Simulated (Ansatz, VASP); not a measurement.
One calculation of CdF2, two programs

```
CELL_PARAMETERS angstrom
0.00000 2.69400 2.69400
2.69400 0.00000 2.69400
2.69400 2.69400 0.00000
ATOMIC_POSITIONS crystal
Cd 0.00000 0.00000 0.00000
F 0.75000 0.75000 0.75000
F 0.25000 0.25000 0.25000
```

Alike in both runs: task relaxation of cell and atoms; functional BLYP; dispersion D3(BJ); k mesh 9 × 9 × 9; occupations fermi-dirac, width 0.05 eV; no spin polarisation.

|  | VASP | Ansatz |
| --- | --- | --- |
| version | VASP 6.6.1 | Ansatz 0.2.0 |
| potentials or method | VASP PAW PBE potentials, release 64 (Cd, F) | Ansatz PAW |
| plane-wave cutoff (eV) | 600 | 420 |
| valence electrons in the cell | 26 | 34 |

```csv
,VASP,Ansatz,Ansatz less VASP
"gap on the k mesh at the Fermi level, each at its own relaxed structure (eV)",3.00,3.03,+0.028
relaxed volume (Å³/atom),13.63,13.53,-0.093
relaxed cell length with the largest relative difference (Å),3.867,3.858,-0.0088
```

VASP's potentials were made for PBE, not for BLYP. VASP's potentials hold 26 valence electrons a cell and Ansatz's 34, so a difference there can come from the potentials and not from the codes.

Noted on Ansatz's run: odd divisions of the mesh miss points on the zone boundary, where band edges often lie, so the gap on the mesh can be too wide; the plane-wave basis is chosen anew once the cell has moved, so the energies of steps on either side of that aren't comparable.
